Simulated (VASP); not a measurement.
Ti, 3 atoms in the cell. Symmetry: P6/mmm, No. 191, hexagonal system. Conventional cell: a = 4.488 Å, b = 4.488 Å, c = 2.798 Å, α = 90.00°, β = 90.00°, γ = 120.00°. Within 3.7 Å of Ti (site symmetry 6/mmm) lie 14 Ti at 2.80 to 2.94 Å. Within 3.4 Å of Ti (site symmetry -6m2) lie 11 Ti at 2.59 to 2.94 Å. 

```yaml
Program: VASP 6.6.1
Task: single point
Functional: PBEsol
Potentials_or_basis: VASP PAW PBE potentials, release 64 (Ti_sv)
Cutoff: 520 eV
k_mesh: 12 × 12 × 14
Occupations: gaussian, width 0.15 eV
Spin: no spin polarisation
Dipole_correction: no
Further_INCAR_settings: ALGO = Fast; EDIFF = 1e-06; NBANDS = 25
```

Potentials or basis: VASP PAW PBE potentials, release 64 (Ti_sv).

Command:

```bash
$ cat potpaw_PBE.64/Ti_sv/POTCAR > POTCAR
$ mpirun -np 1 vasp_std > vasp.out
```

Hardware: 1 thread of Intel(R) Xeon(R) 6975P-C (Granite Rapids), on a shared host.

Question: How long does it take, and how much memory?

Answer: Run time: 4.4 min on 1 thread of Intel(R) Xeon(R) 6975P-C (Granite Rapids), on a shared host, peak memory 0.27 GiB. Counts: scf iterations 46, k points 152.
